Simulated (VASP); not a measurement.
A run of VASP 6.6.1 is set up as follows.

The input INCAR:

```
SYSTEM = Ge
  PREC = Accurate
  ENCUT = 520
  EDIFF = 1E-6
  ISMEAR = -1
  SIGMA = 0.05
  LREAL = .False.
  LASPH = .True.
  NELM = 80
  ALGO = Normal
  ISIF = 2
  LWAVE = .False.
  LCHARG = .False.
  GGA = RE
  IVDW = 13
  NBANDS = 21
```

Contents of KPOINTS:

```
regular mesh
0
Gamma
  8 8 8
  0 0 0
```

File POSCAR:

```
Ge
1.0
    0.0000000000      2.7906767997      2.7906767997
    2.7906767997      0.0000000000      2.7906767997
    2.7906767997      2.7906767997      0.0000000000
Ge
2
Direct
    0.7500000000      0.7500000000      0.7500000000
    0.5000000000      0.5000000000      0.5000000000
```

Potentials or basis: VASP PAW PBE potentials, release 64 (Ge_d).

Run with:

```sh
$ cat potpaw_PBE.64/Ge_d/POTCAR > POTCAR
$ mpirun -np 1 vasp_std > vasp.out
```

What does it give for the band gap on the k mesh?

0.37 eV, indirect (least direct gap 0.50 eV).

Estimate the dispersion energy per atom.

-0.564 eV.

Estimate the pressure.

3.9 GPa.

Caveat: the PAW data sets were made with another functional, which shifts forces and pressure a little. A k mesh can miss the band edges.
